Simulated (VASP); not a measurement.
# CuSn3 (Fm-3m) in VASP: notebook, part 2 of 2

VASP 6.6.1. Earlier steps stand in the parts before.

## 3. Single point, PBE

This run uses another cell than the first one, of 23.88 Å³/atom.

File INCAR:

```
SYSTEM = CuSn3
PREC = Accurate
ENCUT = 520
EDIFF = 1E-6
ISMEAR = 0
SIGMA = 0.1
LREAL = .FALSE.
LASPH = .TRUE.
NELM = 100
ALGO = Fast
ISIF = 2
LWAVE = .FALSE.
LCHARG = .TRUE.
GGA = PE
LELF = .TRUE.
LVHAR = .TRUE.
NBANDS = 34
```

File KPOINTS:

```
regular mesh
0
G
  4 4 4
  0 0 0
```

File POSCAR:

```
CuSn3
1.0
    0.0000000000      3.6281126871      3.6281126871
    3.6281126871      0.0000000000      3.6281126871
    3.6281126871      3.6281126871      0.0000000000
Cu Sn
1 3
Direct
    0.0000000000      0.0000000000      0.0000000000
    0.5000000000      0.5000000000      0.5000000000
    0.2500000000      0.2500000000      0.2500000000
    0.7500000000      0.7500000000      0.7500000000
```

Potentials or basis: VASP PAW PBE potentials, release 64 (Cu, Sn_d).

The run is started by

```sh
$ cat potpaw_PBE.64/Cu/POTCAR potpaw_PBE.64/Sn_d/POTCAR > POTCAR
$ mpirun -np 1 vasp_std > vasp.out
```

OUTCAR:

```text
SYSTEM = CuSn3
   PREC = Accurate
   ENCUT = 520
   EDIFF = 1E-6
   ISMEAR = 0
   LREAL = .FALSE.
   LASPH = .TRUE.
   NELM = 100
   ISIF = 2
   GGA = PE

 ion  position               nearest neighbor table
   1  0.000  0.000  0.000-   4 3.14   4 3.14   4 3.14   3 3.14   4 3.14   3 3.14   3 3.14   3 3.14

   2  0.500  0.500  0.500-   3 3.14   3 3.14   3 3.14   3 3.14   4 3.14   4 3.14   4 3.14   4 3.14

   3  0.250  0.250  0.250-   1 3.14   1 3.14   1 3.14   1 3.14   2 3.14   2 3.14   2 3.14   2 3.14
                             4 3.63   4 3.63   4 3.63   4 3.63   4 3.63   4 3.63
   4  0.750  0.750  0.750-   2 3.14   2 3.14   2 3.14   1 3.14   2 3.14   1 3.14   1 3.14   1 3.14
                             3 3.63   3 3.63   3 3.63   3 3.63   3 3.63   3 3.63

  LATTYP: Found a face centered cubic cell.
 ALAT       =     7.2562253742

  Lattice vectors:

 A1 = (   0.0000000000,   3.6281126871,   3.6281126871)
 A2 = (   3.6281126871,   0.0000000000,   3.6281126871)
 A3 = (   3.6281126871,   3.6281126871,   0.0000000000)

Analysis of symmetry for initial positions (statically):
=====================================================================
 Subroutine PRICEL returns:
 Original cell was already a primitive cell.

 Routine SETGRP: Setting up the symmetry group for a
 face centered cubic supercell.

 Subroutine GETGRP returns: Found 48 space group operations
 (whereof 48 operations were pure point group operations)
 out of a pool of 48 trial point group operations.

The static configuration has the point symmetry O_h .

Analysis of symmetry for dynamics (positions and initial velocities):
=====================================================================
 Subroutine PRICEL returns:
 Original cell was already a primitive cell.

 Routine SETGRP: Setting up the symmetry group for a
 face centered cubic supercell.

 Subroutine GETGRP returns: Found 48 space group operations
 (whereof 48 operations were pure point group operations)
[... 109 lines left out ...]
     AMIX_MAG =   1.60;   BMIX_MAG =  1.00
  volume/ion in A,a.u.               =      23.88       161.14
  Fermi-wavevector in a.u.,A,eV,Ry     =   1.345270  2.542191 24.623151  1.809751
  Thomas-Fermi vector in A             =   2.473196
   LORBIT       =      0    0 simple, 1 ext, 2 COOP (PROOUT), +10 PAW based schemes
   GGA     = PE    functional components
   LHFCALC =     F    Hartree Fock is set to
   AEXX    =    0.0000 exact exchange contribution
   IVDW    =     0    specifies the selected vdW correction
   LEPSILON=     F    determine dielectric tensor
   LRPA    =     F    only Hartree local field effects (RPA)
 non-spin polarized calculation
 RMM-DIIS sequential band-by-band and
 Gauss-broadening in eV      SIGMA  =   0.10
  energy-cutoff  :      520.00
  volume of cell :       95.52
 maximum number of plane-waves:      2637
 NGX is ok and might be reduce to    40
   NGX = 19   NGY = 19   NGZ = 19

 number of electron      52.9999980 magnetization

 Free energy of the ion-electron system (eV)
  ---------------------------------------------------
  ext. energy  EPLUGINS =         0.00000000
  ---------------------------------------------------
  free energy    TOTEN  =       -14.13084961 eV

  energy without entropy =      -14.12664814  energy(sigma->0) =      -14.12874887

 E-fermi :   7.6354     XC(G=0): -10.5783

 val. band max:        7.5517731581   @ k =  -0.2500   0.5000   0.2500
 cond. band min:       7.9609111780   @ k =   0.5000   0.2500   0.0000
 fundamental gap:      0.4091380198
 Fermi energy:         7.6353595889

 k-point     1 :       0.0000    0.0000    0.0000
  band No.  band energies     occupation
      1     -13.8539      2.00000
      2     -13.8539      2.00000
      3     -13.8539      2.00000
      4     -13.8289      2.00000
      5     -13.8289      2.00000
      6     -13.6538      2.00000
[... 285 lines left out ...]
     33      14.3430      0.00000
     34      14.5816      0.00000

------------------------ aborting loop because EDIFF is reached ----------------------------------------

  FORCE on cell =-STRESS in cart. coord.  units (eV):
  Direction    XX          YY          ZZ          XY          YZ          ZX
  --------------------------------------------------------------------------------------
  -------------------------------------------------------------------------------------
  Total       -0.0973363     -0.0973363     -0.0973363     -0.0000000      0.0000000      0.0000000
  in kB       -1.6327250     -1.6327250     -1.6327250     -0.0000000      0.0000000      0.0000000
  external PRESSURE =      -1.6327250 kB  Pullay stress =       0.0000000 kB

 VOLUME and BASIS-vectors are now :
 -----------------------------------------------------------------------------
  energy-cutoff  :      520.00
  volume of cell :       95.52
      direct lattice vectors                 reciprocal lattice vectors
     0.000000000  3.628112687  3.628112687    -0.137812699  0.137812699  0.137812699
     3.628112687  0.000000000  3.628112687     0.137812699 -0.137812699  0.137812699
     3.628112687  3.628112687  0.000000000     0.137812699  0.137812699 -0.137812699

 POSITION                                       TOTAL-FORCE (eV/Angst)
 -----------------------------------------------------------------------------------
      0.00000      0.00000      0.00000        -0.000000      0.000000     -0.000000
      3.62811      3.62811      3.62811        -0.000000      0.000000     -0.000000
      1.81406      1.81406      1.81406         0.000000      0.000000      0.000000
      5.44217      5.44217      5.44217        -0.000000     -0.000000     -0.000000
 -----------------------------------------------------------------------------------
    total drift:                               -0.000000      0.000000      0.000000

  FREE ENERGIE OF THE ION-ELECTRON SYSTEM (eV)
  ---------------------------------------------------
  free  energy   TOTEN  =       -14.1308496069 eV

  energy  without entropy=      -14.1266481366  energy(sigma->0) =      -14.12874887
```

Wall time 99 s (1 thread of Intel Xeon 8259CL, shared host); peak memory 0.23 GiB.

Results:

| Item | Value |
| --- | --- |
| Free energy | -14.1308 eV |
| Pressure | -0.2 GPa |
| Band gap on the k mesh | zero (an odd number of electrons rules out a gap without spin polarisation) |

Levels at points of the mesh, in eV from the Fermi level:
```
           k point  band 24  band 25  band 26  band 27  band 28  band 29
(0.00, 0.00, 0.00)    -0.76    -0.76    -0.76    -0.25    -0.25    -0.25
(0.50, 0.00, 0.00)    -1.21    -1.21    -1.21    -0.84    -0.84     2.96
(0.50, 0.50, 0.00)    -2.31    -2.16    -1.97     3.65     3.65     3.65
```

Caveat: the k points lie up to 0.37 Å⁻¹ apart, too coarse for converged energies and pressures of a metal; spin-orbit coupling is left out, which moves the levels of the heavy elements.

## 4. Relaxation of cell and atoms, PBE

File INCAR:

```
ALGO = Fast
EDIFF = 1E-6
EDIFFG = -0.04
ENCUT = 600
GGA = PE
IBRION = 2
ISIF = 3
ISMEAR = 0
LASPH = True
LCHARG = False
LREAL = False
LWAVE = False
NELM = 60
NSW = 90
PREC = Accurate
SIGMA = 0.1
```

File KPOINTS:

```
k-points
0
Gamma
  4 4 4
```

File POSCAR:

```
CuSn3
1.0
    0.0000000000      3.5900817400      3.5900817400
    3.5900817400      0.0000000000      3.5900817400
    3.5900817400      3.5900817400      0.0000000000
Cu Sn
1 3
Direct
    0.0000000000      0.0000000000      0.0000000000
    0.5000000000      0.5000000000      0.5000000000
    0.2500000000      0.2500000000      0.2500000000
    0.7500000000      0.7500000000      0.7500000000
```

Potentials or basis: VASP PAW PBE potentials, release 64 (Cu, Sn_d).

The run is started by

```sh
$ cat potpaw_PBE.64/Cu/POTCAR potpaw_PBE.64/Sn_d/POTCAR > POTCAR
$ mpirun -np 1 vasp_std > vasp.out
```

OUTCAR:

```text
EDIFF = 1E-6
   EDIFFG = -0.04
   ENCUT = 600
   GGA = PE
   IBRION = 2
   ISIF = 3
   ISMEAR = 0
   LASPH = True
   LREAL = False
   NELM = 60
   NSW = 90
   PREC = Accurate

 ion  position               nearest neighbor table
   1  0.000  0.000  0.000-   4 3.11   4 3.11   4 3.11   3 3.11   3 3.11   3 3.11   4 3.11   3 3.11

   2  0.500  0.500  0.500-   3 3.11   3 3.11   3 3.11   4 3.11   4 3.11   4 3.11   4 3.11   3 3.11

   3  0.250  0.250  0.250-   1 3.11   1 3.11   1 3.11   2 3.11   2 3.11   2 3.11   2 3.11   1 3.11
                             4 3.59   4 3.59   4 3.59   4 3.59   4 3.59   4 3.59
   4  0.750  0.750  0.750-   2 3.11   2 3.11   2 3.11   1 3.11   1 3.11   1 3.11   2 3.11   1 3.11
                             3 3.59   3 3.59   3 3.59   3 3.59   3 3.59   3 3.59

  LATTYP: Found a face centered cubic cell.
 ALAT       =     7.1801634800

  Lattice vectors:

 A1 = (   0.0000000000,   3.5900817400,   3.5900817400)
[... 175 lines left out ...]
  Total        1.0745362      1.0745362      1.0745362     -0.0000000      0.0000000      0.0000000
  in kB       18.6032414     18.6032414     18.6032414     -0.0000000      0.0000000      0.0000000
  external PRESSURE =      18.6032414 kB  Pullay stress =       0.0000000 kB
[... 63 lines left out ...]
--------------------------------------- Ionic step        3  -------------------------------------------

 number of electron      52.9999982 magnetization

 Free energy of the ion-electron system (eV)
  ---------------------------------------------------
  ext. energy  EPLUGINS =         0.00000000
  ---------------------------------------------------
  free energy    TOTEN  =       -14.13060397 eV

  energy without entropy =      -14.12640637  energy(sigma->0) =      -14.12850517

 E-fermi :   7.6376     XC(G=0): -10.5793

 val. band max:        7.5540860096   @ k =  -0.2500   0.5000   0.2500
 cond. band min:       7.9633473055   @ k =   0.5000   0.2500   0.0000
 fundamental gap:      0.4092612960
 Fermi energy:         7.6375604926

 k-point     1 :       0.0000    0.0000    0.0000
  band No.  band energies     occupation
      1     -13.8516      2.00000
      2     -13.8516      2.00000
      3     -13.8516      2.00000
      4     -13.8266      2.00000
      5     -13.8266      2.00000
      6     -13.6514      2.00000
[... 292 lines left out ...]
  FREE ENERGIE OF THE ION-ELECTRON SYSTEM (eV)
  ---------------------------------------------------
  free  energy   TOTEN  =       -14.1306039712 eV

  energy  without entropy=      -14.1264063734  energy(sigma->0) =      -14.12850517

 reached required accuracy - stopping structural energy minimisation
```

Run time: 4.9 min. Hardware: 1 thread of Intel Xeon 8259CL, shared host; peak memory 0.27 GiB.

What came out:

```yaml
Free_energy: -14.1306 eV
Relaxed_volume: 23.87 Å³/atom
Relaxed_cell: a = 5.131 Å, b = 5.131 Å, c = 5.131 Å, α = 60.00°, β = 60.00°, γ = 60.00°
Space_group_after_relaxing_to_0.1_Å: Fm-3m (No. 225)
Energy_gained_by_relaxing: 4.2 meV/atom
Ionic_steps: 3
Pressure_after_relaxing: 0.0 GPa
Band_gap_on_the_k_mesh: zero (an odd number of electrons rules out a gap without spin polarisation)
```

Step by step:
```csv
step,energy change (eV),largest force (eV/Å),pressure (GPa),volume (Å³)
1,0.0000,0.0000,1.86,92.54
2,-0.0160,0.0000,-0.40,96.19
3,-0.0169,0.0000,0.00,95.50
```

Final structure:
```
Cu Sn
1.0
     0.00000    3.62787    3.62787
     3.62787    0.00000    3.62787
     3.62787    3.62787    0.00000
Cu Sn
1 3
Direct
  0.00000 0.00000 0.00000
  0.50000 0.50000 0.50000
  0.25000 0.25000 0.25000
  0.75000 0.75000 0.75000
```

Caveat: the k points lie up to 0.37 Å⁻¹ apart in the final cell, too coarse for converged energies and pressures of a metal; spin-orbit coupling is left out, which moves the levels of the heavy elements.

## 5. Single point, PBE

This run uses another cell than the first one, of 23.98 Å³/atom.

File INCAR:

```
SYSTEM = CuSn3
ALGO = Fast ; EDIFF = 1E-7
ENCUT = 520 ; GGA = PE
ISIF = 2 ; ISMEAR = 0
LASPH = .True. ; LCHARG = .False.
LREAL = .False. ; LWAVE = .False.
NBANDS = 34 ; NELM = 100
PREC = Accurate ; SIGMA = 0.1
```

File KPOINTS:

```
k-points
0
Gamma
  12 12 12
  0 0 0
```

File POSCAR:

```
CuSn3
1.0
    0.0000000000      3.6331692182      3.6331692182
    3.6331692182      0.0000000000      3.6331692182
    3.6331692182      3.6331692182      0.0000000000
Cu Sn
1 3
Direct
    0.0000000000      0.0000000000      0.0000000000
    0.5000000000      0.5000000000      0.5000000000
    0.2500000000      0.2500000000      0.2500000000
    0.7500000000      0.7500000000      0.7500000000
```

The run is started by

```sh
$ cat potpaw_PBE.64/Cu/POTCAR potpaw_PBE.64/Sn_d/POTCAR > POTCAR
$ mpirun -np 1 vasp_std > vasp.out
```

It took 12 min on 1 thread of Intel Xeon 8259CL, shared host; peak memory 0.38 GiB.

Results (log left out):

```yaml
Free_energy: -14.2469 eV
Pressure: 0.0 GPa
Band_gap_on_the_k_mesh: zero (an odd number of electrons rules out a gap without spin polarisation)
```

Levels at points of the mesh, in eV from the Fermi level:
| k point | band 22 | band 23 | band 24 | band 25 | band 26 | band 27 | band 28 | band 29 | band 30 | band 31 |
| --- | --- | --- | --- | --- | --- | --- | --- | --- | --- | --- |
| (0.00, 0.00, 0.00) | -2.42 | -2.42 | -0.92 | -0.92 | -0.92 | -0.43 | -0.43 | -0.43 | 1.43 | 1.43 |
| (0.50, 0.00, 0.00) | -2.44 | -2.44 | -1.37 | -1.34 | -1.34 | -1.03 | -1.03 | 2.74 | 2.91 | 4.37 |
| (0.50, 0.50, 0.00) | -2.47 | -2.47 | -2.39 | -2.24 | -2.06 | 3.41 | 3.41 | 3.46 | 4.38 | 4.38 |

Caveat: spin-orbit coupling is left out, which moves the levels of the heavy elements.

## 6. Relaxation of cell and atoms, PBE

This run uses another cell than the first one, of 23.88 Å³/atom.

File INCAR:

```
PREC = Accurate
ENCUT = 600
EDIFF = 1E-6
ISMEAR = 0
SIGMA = 0.1
LREAL = F
LASPH = T
NELM = 60
ALGO = Fast
ISIF = 3
LWAVE = F
LCHARG = F
GGA = PE
IBRION = 2
NSW = 100
EDIFFG = -0.01
```

File KPOINTS:

```
regular mesh
0
Gamma
  12 12 12
```

File POSCAR:

```
CuSn3
1.0
    0.0000000000      3.6281126871      3.6281126871
    3.6281126871      0.0000000000      3.6281126871
    3.6281126871      3.6281126871      0.0000000000
Cu Sn
1 3
Direct
    0.0000000000      0.0000000000      0.0000000000
    0.5000000000      0.5000000000      0.5000000000
    0.2500000000      0.2500000000      0.2500000000
    0.7500000000      0.7500000000      0.7500000000
```

Potentials or basis: VASP PAW PBE potentials, release 64 (Cu, Sn_d).

The run is started by

```sh
$ cat potpaw_PBE.64/Cu/POTCAR potpaw_PBE.64/Sn_d/POTCAR > POTCAR
$ mpirun -np 1 vasp_std > vasp.out
```

It took 20 min on 1 thread of Intel Xeon 8259CL, shared host; peak memory 0.42 GiB.

It converged, with:

```yaml
Free_energy: -14.2469 eV
Relaxed_volume: 24.00 Å³/atom
Relaxed_cell: a = 5.139 Å, b = 5.139 Å, c = 5.139 Å, α = 60.00°, β = 60.00°, γ = 60.00°
Space_group_after_relaxing_to_0.1_Å: Fm-3m (No. 225)
Energy_gained_by_relaxing: 0.1 meV/atom
Ionic_steps: 2
Pressure_after_relaxing: 0.0 GPa
Band_gap_on_the_k_mesh: zero (an odd number of electrons rules out a gap without spin polarisation)
```

The path:
```
step  energy change (eV)  largest force (eV/Å)  pressure (GPa)  volume (Å³)
   1              0.0000                0.0000            0.23        95.52
   2             -0.0004                0.0000           -0.03        95.98
```

Final structure:
```xyz
4
Lattice="0.0000 3.6340 3.6340 3.6340 0.0000 3.6340 3.6340 3.6340 0.0000" Properties=species:S:1:pos:R:3 pbc="T T T"
Cu    3.6340    3.6340    0.0000
Sn    3.6340    3.6340    3.6340
Sn    1.8170    1.8170    1.8170
Sn    5.4510    5.4510    5.4510
```

Levels at points of the mesh, in eV from the Fermi level:
| k point | band 24 | band 25 | band 26 | band 27 | band 28 | band 29 |
| --- | --- | --- | --- | --- | --- | --- |
| (0.00, 0.00, 0.00) | -0.92 | -0.92 | -0.92 | -0.43 | -0.43 | -0.43 |
| (0.50, 0.00, 0.00) | -1.37 | -1.34 | -1.34 | -1.03 | -1.03 | 2.73 |
| (0.50, 0.50, 0.00) | -2.38 | -2.24 | -2.06 | 3.41 | 3.41 | 3.45 |

Caveat: spin-orbit coupling is left out, which moves the levels of the heavy elements.

## 7. Overview

| task | cell | k mesh | cutoff (eV) | gap on the mesh (eV) | pressure (GPa) | relaxed volume (Å³/atom) |
| --- | --- | --- | --- | --- | --- | --- |
| single point | a = 5.077 Å, angles 60.0°, 4 atoms | 4 × 4 × 4 | 520 | none | 1.9 | - |
| single point | a = 5.131 Å, angles 60.0°, 4 atoms | 4 × 4 × 4 | 520 | none | -0.2 | - |
| relaxation of cell and atoms | relaxed from a = 5.077 Å, angles 60.0°, 4 atoms | 4 × 4 × 4 | 600 | none | 0.0 | 23.87 |
| single point | a = 5.138 Å, angles 60.0°, 4 atoms | 12 × 12 × 12 | 520 | none | 0.0 | - |
| relaxation of cell and atoms | relaxed from a = 5.131 Å, angles 60.0°, 4 atoms | 12 × 12 × 12 | 600 | none | 0.0 | 24.00 |

Alike in all rows: level PBE; potentials or basis VASP PAW PBE potentials, release 64 (Cu, Sn_d); no spin polarisation; smearing gaussian 0.1 eV.

Caveats: some runs use coarse meshes; spin-orbit coupling is left out, which moves the levels of the heavy elements.

Absolute energies hang on the potentials; compare differences alone.
